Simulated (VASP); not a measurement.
# Hf2H3 (Pm-3m) in VASP: a series of runs

Hf2H3 is run at these levels: PBE; tasks: relaxation of cell and atoms, single point.

Program: VASP 6.6.1. These are calculated values, not measurements. Logs are shortened: lines on timing, memory, paths and dates and some standing lists are left out, and cuts for length are marked.

## (1) The cell of the first run

The structure is cubic, space group Pm-3m (No. 221). The conventional cell has a = 4.008 Å, b = 4.008 Å, c = 4.008 Å, α = 90.00°, β = 90.00°, γ = 90.00°. Within 2.7 Å of Hf (site symmetry m-3m) lie 6 H at 2.00 Å. Hf (site symmetry m-3m) has 12 H at 2.83 Å and 8 Hf at 3.47 Å within 3.7 Å. Within 2.7 Å of H (site symmetry 4/mmm) lie 2 Hf at 2.00 Å.

The cell was built from a structure type or drawn by symmetry, and may not be a known phase.

## (2) Relaxation of cell and atoms, PBE

Contents of INCAR:

```
  PREC = Accurate
  ENCUT = 600
  EDIFF = 1E-6
  ISMEAR = 0
  SIGMA = 0.1
  LREAL = F
  LASPH = T
  NELM = 80
  ALGO = Normal
  ISIF = 3
  LWAVE = F
  LCHARG = F
  GGA = PE
  IBRION = 2
  NSW = 90
  EDIFFG = -0.04
```

Contents of KPOINTS:

```
Automatic mesh
0
Gamma
  4 4 4
```

Contents of POSCAR:

```
Hf2H3
1.0
    4.0075352900      0.0000000000      0.0000000000
    0.0000000000      4.0075352900      0.0000000000
    0.0000000000      0.0000000000      4.0075352900
Hf H
2 3
Direct
    0.5000000000      0.5000000000      0.5000000000
    0.0000000000      0.0000000000      0.0000000000
    0.0000000000      0.5000000000      0.5000000000
    0.5000000000      0.0000000000      0.5000000000
    0.5000000000      0.5000000000      0.0000000000
```

Potentials or basis: VASP PAW PBE potentials, release 64 (Hf_pv, H).

Command:

```console
$ cat potpaw_PBE.64/Hf_pv/POTCAR potpaw_PBE.64/H/POTCAR > POTCAR
$ mpirun -np 1 vasp_std > vasp.out
```

OUTCAR:

```text
PREC = Accurate
   ENCUT = 600
   EDIFF = 1E-6
   ISMEAR = 0
   LREAL = F
   LASPH = T
   NELM = 80
   ISIF = 3
   GGA = PE
   IBRION = 2
   NSW = 90
   EDIFFG = -0.04

 ion  position               nearest neighbor table
   1  0.500  0.500  0.500-   3 2.00   4 2.00   5 2.00   5 2.00   4 2.00   3 2.00   2 3.47   2 3.47
                             2 3.47   2 3.47   2 3.47   2 3.47   2 3.47   2 3.47
   2  0.000  0.000  0.000-   1 3.47   1 3.47   1 3.47   1 3.47   1 3.47   1 3.47   1 3.47   1 3.47

   3  0.000  0.500  0.500-   1 2.00   1 2.00
   4  0.500  0.000  0.500-   1 2.00   1 2.00
   5  0.500  0.500  0.000-   1 2.00   1 2.00

  LATTYP: Found a simple cubic cell.
 ALAT       =     4.0075352900

  Lattice vectors:

 A1 = (   4.0075352900,   0.0000000000,   0.0000000000)
 A2 = (   0.0000000000,   4.0075352900,   0.0000000000)
 A3 = (   0.0000000000,   0.0000000000,   4.0075352900)

Analysis of symmetry for initial positions (statically):
=====================================================================
 Subroutine PRICEL returns:
 Original cell was already a primitive cell.

 Routine SETGRP: Setting up the symmetry group for a
 simple cubic supercell.

 Subroutine GETGRP returns: Found 48 space group operations
 (whereof 48 operations were pure point group operations)
 out of a pool of 48 trial point group operations.

The static configuration has the point symmetry O_h .

Analysis of symmetry for dynamics (positions and initial velocities):
=====================================================================
 Subroutine PRICEL returns:
 Original cell was already a primitive cell.

 Routine SETGRP: Setting up the symmetry group for a
 simple cubic supercell.

 Subroutine GETGRP returns: Found 48 space group operations
 (whereof 48 operations were pure point group operations)
 out of a pool of 48 trial point group operations.

The dynamic configuration has the point symmetry O_h .

 Subroutine INISYM returns: Found 48 space group operations
 (whereof 48 operations are pure point group operations),
 and found     1 'primitive' translations

----------------------------------------------------------------------------------------

                                     Primitive cell

  volume of cell :      64.3624

  direct lattice vectors                    reciprocal lattice vectors
     4.007535290  0.000000000  0.000000000     0.249529930  0.000000000  0.000000000
     0.000000000  4.007535290  0.000000000     0.000000000  0.249529930  0.000000000
     0.000000000  0.000000000  4.007535290     0.000000000  0.000000000  0.249529930

  length of vectors
     4.007535290  4.007535290  4.007535290     0.249529930  0.249529930  0.249529930

  position of ions in fractional coordinates (direct lattice)
     0.500000000  0.500000000  0.500000000
     0.000000000  0.000000000  0.000000000
     0.000000000  0.500000000  0.500000000
     0.500000000  0.000000000  0.500000000
     0.500000000  0.500000000  0.000000000

  ion indices of the primitive-cell ions
   primitive index   ion index
                 1           1
                 2           2
                 3           3
                 4           4
                 5           5

----------------------------------------------------------------------------------------

 KPOINTS: Automatic mesh

Automatic generation of k-mesh.
 Grid dimensions read from file:
 generate k-points for:    4    4    4

 Generating k-lattice:

  Cartesian coordinates                     Fractional coordinates (reciprocal lattice)
     0.062382482  0.000000000  0.000000000     0.250000000  0.000000000  0.000000000
     0.000000000  0.062382482  0.000000000     0.000000000  0.250000000  0.000000000
     0.000000000  0.000000000  0.062382482     0.000000000  0.000000000  0.250000000

  Length of vectors
     0.062382482  0.062382482  0.062382482

  Shift w.r.t. Gamma in fractional coordinates (k-lattice)
     0.000000000  0.000000000  0.000000000

 Subroutine IBZKPT returns following result:
 ===========================================

 Found     10 irreducible k-points:

 Following reciprocal coordinates:
            Coordinates               Weight
  0.000000  0.000000  0.000000      1.000000
  0.250000  0.000000  0.000000      6.000000
  0.500000  0.000000  0.000000      3.000000
  0.250000  0.250000  0.000000     12.000000
  0.500000  0.250000  0.000000     12.000000
  0.500000  0.500000  0.000000      3.000000
  0.250000  0.250000  0.250000      8.000000
  0.500000  0.250000  0.250000     12.000000
  0.500000  0.500000  0.250000      6.000000
  0.500000  0.500000  0.500000      1.000000
   k-points           NKPTS =     10   k-points in BZ     NKDIM =     10   number of bands    NBANDS=     15
   number of dos      NEDOS =    301   number of ions     NIONS =      5
   total plane-waves  NPLWV =  32768
   dimension x,y,z NGX =    32 NGY =   32 NGZ =   32
   dimension x,y,z NGXF=    64 NGYF=   64 NGZF=   64
   ions per type =               2   3
   NGX,Y,Z   is equivalent  to a cutoff of  13.27, 13.27, 13.27 a.u.
   NGXF,Y,Z  is equivalent  to a cutoff of  26.55, 26.55, 26.55 a.u.
 SYSTEM =  unknown system
   PREC   = accura    normal or accurate (medium, high low for compatibility)
   ISTART =      0    job   : 0-new  1-cont  2-samecut
   ICHARG =      2    charge: 1-file 2-atom 10-const
   ISPIN  =      1    spin polarized calculation?
   LNONCOLLINEAR =      F non collinear calculations
   LSORBIT =      F    spin-orbit coupling
   LASPH  =      T    aspherical Exc in radial PAW
   ENCUT  =  600.0 eV  44.10 Ry    6.64 a.u.   8.00  8.00  8.00*2*pi/ulx,y,z
   NELM   =     80;   NELMIN=  2; NELMDL= -5     # of ELM steps
   EDIFF  = 0.1E-05   stopping-criterion for ELM
   LREAL  =      F    real-space projection
   EDIFFG = -.4E-01   stopping-criterion for IOM
   NSW    =     90    number of steps for IOM
   IBRION =      2    ionic relax: 0-MD 1-quasi-New 2-CG
   NFREE  =      1    steps in history (QN), initial steepest desc. (CG)
   ISIF   =      3    stress and relaxation
   ISYM   =      2    0-nonsym 1-usesym 2-fastsym
   POTIM  = 0.5000    time-step for ionic-motion
   TEBEG  =    0.0;   TEEND  =   0.0 temperature during run
   PSTRESS=    0.0 pullay stress
   NELECT =      23.0000    total number of electrons
   NUPDOWN=      -1.0000    fix difference up-down
   EMIN   =  10.00;   EMAX   =-10.00  energy-range for DOS
   EFERMI =   0.00;   METHOD = LEGACY
   ISMEAR =     0;   SIGMA  =   0.10  broadening in eV -4-tet -1-fermi 0-gaus
   EFERMI_NEDOS =   21; number of points for ismear=-14 and -15
   IALGO  =     38    algorithm
   IMIX   =      4    mixing-type and parameters
     AMIX     =   0.40;   BMIX     =  1.00
     AMIX_MAG =   1.60;   BMIX_MAG =  1.00
  volume/ion in A,a.u.               =      12.87        86.87
  Fermi-wavevector in a.u.,A,eV,Ry     =   1.161734  2.195359 18.362780  1.349626
  Thomas-Fermi vector in A             =   2.298303
   LORBIT       =      0    0 simple, 1 ext, 2 COOP (PROOUT), +10 PAW based schemes
   GGA     = PE    functional components
   LHFCALC =     F    Hartree Fock is set to
   AEXX    =    0.0000 exact exchange contribution
   IVDW    =     0    specifies the selected vdW correction
   LEPSILON=     F    determine dielectric tensor
   LRPA    =     F    only Hartree local field effects (RPA)
 conjugate gradient relaxation of ions
 non-spin polarized calculation
 Gauss-broadening in eV      SIGMA  =   0.10
  energy-cutoff  :      600.00
  volume of cell :       64.36
 maximum number of plane-waves:      2176
   NGX = 17   NGY = 17   NGZ = 17

--------------------------------------- Ionic step        1  -------------------------------------------

 number of electron      22.9999998 magnetization

 Free energy of the ion-electron system (eV)
  ---------------------------------------------------
  ext. energy  EPLUGINS =         0.00000000
  ---------------------------------------------------
  free energy    TOTEN  =       -29.45190453 eV

  energy without entropy =      -29.44133988  energy(sigma->0) =      -29.44662220

 E-fermi :   3.6443     XC(G=0): -10.3413

 val. band max:        3.6298423861   @ k =   0.2500   0.2500   0.0000
 cond. band min:       3.8280256145   @ k =   0.2500   0.0000   0.0000
 fundamental gap:      0.1981832284
 Fermi energy:         3.6443425185

 k-point     1 :       0.0000    0.0000    0.0000
  band No.  band energies     occupation
      1     -28.3799      2.00000
      2     -28.3799      2.00000
      3     -28.3799      2.00000
      4     -27.1876      2.00000
      5     -27.1876      2.00000
      6     -27.1876      2.00000
      7      -5.4846      2.00000
      8      -2.1097      2.00000
      9      -2.1097      2.00000
     10       4.2234      0.00000
     11       4.2234      0.00000
     12       4.2234      0.00000
     13       4.6635      0.00000
     14       4.6635      0.00000
     15       7.2469      0.00000
[... 221 lines left out ...]
 POSITION                                       TOTAL-FORCE (eV/Angst)
 -----------------------------------------------------------------------------------
      1.86718      1.86718      1.86718         0.000000      0.000000      0.000000
      0.00000      0.00000      0.00000        -0.000000     -0.000000      0.000000
     -0.00000      1.86718      1.86718         0.000000     -0.000000      0.000000
      1.86718     -0.00000      1.86718        -0.000000     -0.000000      0.000000
      1.86718      1.86718     -0.00000        -0.000000     -0.000000      0.000000
 -----------------------------------------------------------------------------------
    total drift:                                0.000000     -0.000000     -0.000000

  FREE ENERGIE OF THE ION-ELECTRON SYSTEM (eV)
  ---------------------------------------------------
  free  energy   TOTEN  =       -30.2783582560 eV

  energy  without entropy=      -30.2631396068  energy(sigma->0) =      -30.27074893

--------------------------------------- Ionic step        3  -------------------------------------------

 number of electron      23.0000001 magnetization

 Free energy of the ion-electron system (eV)
  ---------------------------------------------------
  ext. energy  EPLUGINS =         0.00000000
  ---------------------------------------------------
  free energy    TOTEN  =       -30.27930757 eV

  energy without entropy =      -30.26417164  energy(sigma->0) =      -30.27173960

 E-fermi :   5.1130     XC(G=0): -11.2913

 val. band max:        4.5954209207   @ k =   0.2500   0.2500   0.0000
 cond. band min:       5.1209920363   @ k =   0.2500   0.0000   0.0000
 fundamental gap:      0.5255711156
 Fermi energy:         5.1129873998

 k-point     1 :       0.0000    0.0000    0.0000
  band No.  band energies     occupation
      1     -26.4718      2.00000
      2     -26.4718      2.00000
      3     -26.4718      2.00000
      4     -25.2005      2.00000
      5     -25.2005      2.00000
      6     -25.2005      2.00000
      7      -5.2586      2.00000
      8      -1.8187      2.00000
      9      -1.8187      2.00000
     10       5.7115      0.00000
     11       5.7115      0.00000
     12       5.7115      0.00000
     13       6.3054      0.00000
     14       6.3054      0.00000
     15       9.6468      0.00000
[... 182 lines left out ...]
 POSITION                                       TOTAL-FORCE (eV/Angst)
 -----------------------------------------------------------------------------------
      1.86310      1.86310      1.86310         0.000000      0.000000      0.000000
      0.00000      0.00000      0.00000        -0.000000     -0.000000      0.000000
     -0.00000      1.86310      1.86310         0.000000     -0.000000      0.000000
      1.86310     -0.00000      1.86310        -0.000000     -0.000000      0.000000
      1.86310      1.86310     -0.00000        -0.000000     -0.000000      0.000000
 -----------------------------------------------------------------------------------
    total drift:                                0.000000     -0.000000     -0.000000

  FREE ENERGIE OF THE ION-ELECTRON SYSTEM (eV)
  ---------------------------------------------------
  free  energy   TOTEN  =       -30.2793075707 eV

  energy  without entropy=      -30.2641716393  energy(sigma->0) =      -30.27173960

 reached required accuracy - stopping structural energy minimisation
```

Run time: 47 s. Hardware: 1 thread of Intel Xeon 8259CL, shared host; peak memory 0.19 GiB.

Results:

```
Free energy                           : -30.2793 eV
Relaxed volume                        : 10.35 Å³/atom
Relaxed cell                          : a = 3.726 Å, b = 3.726 Å, c = 3.726 Å, α = 90.00°, β = 90.00°, γ = 90.00°
Space group after relaxing (to 0.1 Å) : Pm-3m (No. 221)
Energy gained by relaxing             : 165.5 meV/atom
Ionic steps                           : 3
Pressure after relaxing               : 0.0 GPa
Band gap on the k mesh                : zero (an odd number of electrons rules out a gap without spin polarisation)
```

The path:
| step | energy change (eV) | largest force (eV/Å) | pressure (GPa) | volume (Å³) |
| --- | --- | --- | --- | --- |
| 1 | 0.0000 | 0.0000 | -17.59 | 64.36 |
| 2 | -0.8265 | 0.0000 | -0.84 | 52.08 |
| 3 | -0.8274 | 0.0000 | -0.04 | 51.74 |

Final structure:
```
Hf H
1.0
     3.72621    0.00000    0.00000
     0.00000    3.72621    0.00000
     0.00000    0.00000    3.72621
Hf H
2 3
Direct
  0.50000 0.50000 0.50000
  0.00000 0.00000 0.00000
  0.00000 0.50000 0.50000
  0.50000 0.00000 0.50000
  0.50000 0.50000 0.00000
```

Caveat: the k points lie up to 0.42 Å⁻¹ apart in the final cell, too coarse for converged energies and pressures of a metal; the volume moved by over 15 % at a fixed basis, so the end points are rough; spin-orbit coupling is left out, which moves the levels of the heavy elements.

## (3) Single point, PBE

This run uses another cell than the first one, of 10.35 Å³/atom.

Contents of INCAR:

```
PREC = Accurate
ENCUT = 520
EDIFF = 1E-7
ISMEAR = 0
SIGMA = 0.1
LREAL = False
LASPH = True
NELM = 60
ALGO = Normal
ISIF = 2
LWAVE = False
LCHARG = False
GGA = PE
NBANDS = 20
```

Contents of KPOINTS:

```
Automatic mesh
0
Gamma
  10 10 10
```

POSCAR: that of step 2 with these lines changed.

```diff
@@ -2,5 +2,5 @@
 1.0
-    4.0075352900      0.0000000000      0.0000000000
-    0.0000000000      4.0075352900      0.0000000000
-    0.0000000000      0.0000000000      4.0075352900
+    3.7268069436      0.0000000000      0.0000000000
+    0.0000000000      3.7268069436      0.0000000000
+    0.0000000000      0.0000000000      3.7268069436
 Hf H
```

Potentials or basis: VASP PAW PBE potentials, release 64 (Hf_pv, H).

Command:

```console
$ cat potpaw_PBE.64/Hf_pv/POTCAR potpaw_PBE.64/H/POTCAR > POTCAR
$ mpirun -np 1 vasp_std > vasp.out
```

Run time: 75 s. Hardware: 1 thread of Intel Xeon 8259CL, shared host; peak memory 0.19 GiB.

Results (log left out):

| Item | Value |
| --- | --- |
| Free energy | -30.2967 eV |
| Pressure | -0.3 GPa |
| Band gap on the k mesh | zero (an odd number of electrons rules out a gap without spin polarisation) |

Levels at points of the mesh, in eV from the Fermi level:
| k point | band 8 | band 9 | band 10 | band 11 | band 12 | band 13 | band 14 | band 15 | band 16 | band 17 |
| --- | --- | --- | --- | --- | --- | --- | --- | --- | --- | --- |
| (0.00, 0.00, 0.00) | -6.69 | -6.69 | 0.82 | 0.82 | 0.82 | 1.41 | 1.41 | 4.77 | 4.77 | 4.77 |
| (0.50, 0.00, 0.00) | -6.26 | -6.01 | -0.83 | 0.60 | 0.60 | 0.95 | 0.95 | 2.37 | 2.48 | 2.99 |
| (0.50, 0.50, 0.00) | -4.38 | -4.38 | -4.00 | -1.11 | -1.11 | 1.49 | 2.81 | 3.40 | 3.55 | 5.05 |
| (0.50, 0.50, 0.50) | -4.83 | -4.83 | -1.59 | -1.59 | -1.59 | 3.04 | 3.53 | 3.53 | 3.54 | 3.70 |

Caveat: spin-orbit coupling is left out, which moves the levels of the heavy elements.

## (4) Relaxation of cell and atoms, PBE

This run uses another cell than the first one, of 10.37 Å³/atom.

Contents of INCAR:

```
ALGO = Normal ; EDIFF = 1E-7
EDIFFG = -0.04 ; ENCUT = 600
GGA = PE ; IBRION = 2
ISIF = 3 ; ISMEAR = 0
LASPH = True ; LCHARG = False
LREAL = False ; LWAVE = False
NELM = 100 ; NSW = 90
PREC = Accurate ; SIGMA = 0.1
```

Contents of KPOINTS:

```
k-points
0
Gamma
  6 6 6
```

POSCAR: that of step 3 with these lines changed.

```diff
@@ -2,5 +2,5 @@
 1.0
-    3.7268069436      0.0000000000      0.0000000000
-    0.0000000000      3.7268069436      0.0000000000
-    0.0000000000      0.0000000000      3.7268069436
+    3.7292425998      0.0000000000      0.0000000000
+    0.0000000000      3.7292425998      0.0000000000
+    0.0000000000      0.0000000000      3.7292425998
 Hf H
```

Command:

```console
$ cat potpaw_PBE.64/Hf_pv/POTCAR potpaw_PBE.64/H/POTCAR > POTCAR
$ mpirun -np 1 vasp_std > vasp.out
```

Wall time 33 s (1 thread of Intel Xeon 8259CL, shared host); peak memory 0.17 GiB.

It converged, with:

```
Free energy             : -30.2919 eV
Pressure after relaxing : -0.6 GPa
Band gap on the k mesh  : zero (an odd number of electrons rules out a gap without spin polarisation)
```

Final structure:
```
Hf H
1.0
     3.72924    0.00000    0.00000
     0.00000    3.72924    0.00000
     0.00000    0.00000    3.72924
Hf H
2 3
Direct
  0.50000 0.50000 0.50000
  0.00000 0.00000 0.00000
  0.00000 0.50000 0.50000
  0.50000 0.00000 0.50000
  0.50000 0.50000 0.00000
```

Levels at points of the mesh, in eV from the Fermi level:
```tsv
k point	band 10	band 11	band 12	band 13	band 14	band 15
(0.00, 0.00, 0.00)	0.85	0.85	0.85	1.44	1.44	4.78
(0.50, 0.00, 0.00)	-0.79	0.63	0.63	0.97	0.97	2.50
(0.50, 0.50, 0.00)	-3.96	-1.08	-1.08	1.51	2.84	3.42
(0.50, 0.50, 0.50)	-1.56	-1.56	-1.56	3.05	3.54	3.54
```

Caveat: the relaxation stopped at its first step, so nothing moved; spin-orbit coupling is left out, which moves the levels of the heavy elements.

[end of part 1 of 2]
